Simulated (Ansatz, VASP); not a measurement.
One calculation of CdO, two programs

The input POSCAR:

```
CdO
1.0
    0.0000000000      2.3530040406      2.3530040406
    2.3530040406      0.0000000000      2.3530040406
    2.3530040406      2.3530040406      0.0000000000
Cd O
1 1
Direct
    0.0000000000      0.0000000000      0.0000000000
    0.5000000000      0.5000000000      0.5000000000
```

The input INCAR.step1:

```
ALGO = Normal
EDIFF = 1E-5
ENCUT = 660
GGA = PE
GGA_COMPAT = False
ISMEAR = -1
LASPH = True
LCHARG = False
LREAL = False
LWAVE = True
NBANDS = 16
NELM = 120
PREC = Accurate
SIGMA = 0.02
```

INCAR.step2

```
ALGO = Normal
EDIFF = 1E-6
ENCUT = 660
GGA_COMPAT = False
ISIF = 2
ISMEAR = -1
ISTART = 1
LASPH = True
LCHARG = False
LMIXTAU = True
LREAL = False
LWAVE = False
METAGGA = R2SCAN
NBANDS = 16
NELM = 120
PREC = Accurate
SIGMA = 0.02
```

The input KPOINTS:

```
k-points
0
Gamma
  10 10 10
```

Input for Ansatz:

```yaml
crystal:
  lattice:
    - [0.0, 2.3530040406, 2.3530040406]
    - [2.3530040406, 0.0, 2.3530040406]
    - [2.3530040406, 2.3530040406, 0.0]
  atoms:
    - { symbol: Cd, position: [0.0, 0.0, 0.0] }
    - { symbol: O, position: [0.5, 0.5, 0.5] }
kpoints:
  mp_grid: { grid: [10, 10, 10] }
  band_path:
    path:
      - [0.0, 0.0, 0.0]
      - [0.5, 0.0, 0.5]
      - [0.625, 0.25, 0.625]
      - [0.375, 0.375, 0.75]
      - [0.5, 0.5, 0.5]
      - [0.5, 0.25, 0.75]
    npoints: 1
hamiltonian:
  xc: r2scan
scf:
  occupations: { method: fermi_dirac, width: 0.02 }
  n_extra_bands: 4
output:
  forces: true
  stress: true
  eigenvalues: true
```

Alike in both runs: task single point; functional r2SCAN; k mesh 10 × 10 × 10; occupations fermi-dirac, width 0.02 eV; no spin polarisation.

|  | VASP | Ansatz |
| --- | --- | --- |
| version | VASP 6.6.1 | Ansatz 0.2.0 |
| potentials or method | VASP PAW PBE potentials, release 64 (Cd, O) | plane waves, PAW |
| plane-wave cutoff (eV) | 660 | 500 |
| valence electrons in the cell | 18 | 26 |

Ansatz gave:

- pressure (GPa): 0.0

Problem. What did VASP give for the same quantities?

Solution. Pressure (GPa): 1.5.

VASP's potentials were made for PBE, not for r2SCAN. VASP's potentials hold 18 valence electrons a cell and Ansatz's 26, so a difference there can come from the potentials and not from the codes.
